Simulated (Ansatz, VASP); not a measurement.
F in VASP and in Ansatz

INCAR

```
  ALGO = Normal
  EDIFF = 1E-6
  ENCUT = 520
  GGA = PS
  ISIF = 2
  ISMEAR = 0
  LASPH = T
  LCHARG = F
  LREAL = F
  LWAVE = F
  NBANDS = 22
  NELM = 60
  PREC = Accurate
  SIGMA = 0.05
```

The input KPOINTS:

```
k-points
0
Gamma
  4 4 2
```

Contents of POSCAR:

```
F
1.0
    3.1967002709     -1.8372532052     -0.2465571023
    3.1967002709      1.8372532052     -0.2465571023
   -2.4036744063      0.0000000000      7.3576958349
F
4
Direct
    0.0848459664      0.0848459664      0.0940038325
    0.9151540336      0.9151540336      0.9059961675
    0.5015719855      0.5015719855      0.5937195244
    0.4984280145      0.4984280145      0.4062804756
```

Input for Ansatz:

```yaml
crystal:
  lattice:
    - [3.1967002709, -1.8372532052, -0.2465571023]
    - [3.1967002709, 1.8372532052, -0.2465571023]
    - [-2.4036744063, 0.0, 7.3576958349]
  atoms:
    - { symbol: F, position: [0.0848459664, 0.0848459664, 0.0940038325] }
    - { symbol: F, position: [0.9151540336, 0.9151540336, 0.9059961675] }
    - { symbol: F, position: [0.5015719855, 0.5015719855, 0.5937195244] }
    - { symbol: F, position: [0.4984280145, 0.4984280145, 0.4062804756] }
basis:
  ecutwfc: 520.0
kpoints:
  mp_grid: { grid: [4, 4, 2] }
hamiltonian:
  xc: pbesol
scf:
  occupations: { method: gaussian, width: 0.05 }
output:
  forces: true
  stress: true
  eigenvalues: true
```

Change from the starting cell: volume 21.062 Å^3 an atom, stretch along a over the lengths across it, relative to the relaxed cell 1.0000.

Alike in both runs: task single point; functional PBEsol; k mesh 4 × 4 × 2; occupations gaussian, width 0.05 eV; no spin polarisation.

|  | VASP | Ansatz |
| --- | --- | --- |
| version | VASP 6.6.1 | Ansatz 0.2.0 |
| potentials or method | VASP PAW PBE potentials, release 64 (F), cutoff 520 eV | scalar-relativistic, plane waves, PAW |
| valence electrons in the cell | 28 | 28 |

VASP gave:

```
gap on the k mesh at the Fermi level (eV)                     : 2.59
least direct gap on the mesh (eV)                             : 2.65
pressure (GPa)                                                : -2.5
traceless stress, the component that is largest in VASP (GPa) : -3.16
rms of the force components (eV/Å)                            : 0.617
```

Task: Which values does Ansatz return?

Result: gap on the k mesh at the Fermi level (eV): 2.66; least direct gap on the mesh (eV): 2.72; pressure (GPa): -2.7; traceless stress, the component that is largest in VASP (GPa): -4.21; rms of the force components (eV/Å): 0.818.

VASP's potentials were made for PBE, not for PBEsol. Atom by atom the forces differ by 0.200 eV/Å (rms over components).

The k mesh is coarse, so the values compare programs but aren't converged.
